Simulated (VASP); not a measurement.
# ZrH4: single point with PBE

Crystal: ZrH4.

```
Zr H
1.0
     3.35840    0.00000    0.00000
    -1.67920    2.90846    0.00000
     0.00000    0.00000    4.11112
Zr H
1 4
Cartesian
  0.0000 0.0000 2.0556
  0.0000 1.9390 3.0033
  0.0000 1.9390 1.1078
  0.0000 0.0000 0.0000
  1.6792 0.9695 2.0556
```

The cell was built from a structure type or drawn by symmetry, and may not be a known phase.

```
Program                : VASP 6.6.1
Task                   : single point
Functional             : PBE
Potentials or basis    : VASP PAW PBE potentials, release 64 (Zr_sv, H)
Cutoff                 : 520 eV
k mesh                 : 12 × 12 × 8
Occupations            : gaussian, width 0.1 eV
Spin                   : no spin polarisation
Dipole correction      : no
Further INCAR settings : ALGO = Normal; EDIFF = 1e-07; NBANDS = 16
```

```yaml
Pressure: -0.1 GPa
Largest_force: 0.004 eV/Å
Band_gap_on_the_k_mesh: zero (bands 8 and 9 overlap by 1.26 eV)
```

Forces in eV/Å, atoms in the order of the input:
```
Zr   0.000  0.000  0.000
H    0.000  0.000  0.004
H    0.000  0.000 -0.004
H    0.000  0.000  0.000
H    0.000  0.000  0.000
```

Levels at points of the mesh, in eV from the Fermi level:
```tsv
k point	band 6	band 7	band 8	band 9	band 10	band 11
(0.00, 0.00, 0.00)	-4.87	-0.78	0.13	0.13	0.40	3.06
(0.50, 0.00, 0.00)	-4.82	-3.69	-2.55	2.37	3.86	4.69
(0.00, 0.00, 0.50)	-5.23	-0.45	0.22	0.22	2.09	2.63
(0.50, 0.00, 0.50)	-4.29	-3.99	-1.77	1.75	2.59	3.88
```

Run time: 57 s on 1 thread of Intel(R) Xeon(R) Platinum 8488C (Sapphire Rapids) (shared host), peak memory 0.2 GiB.
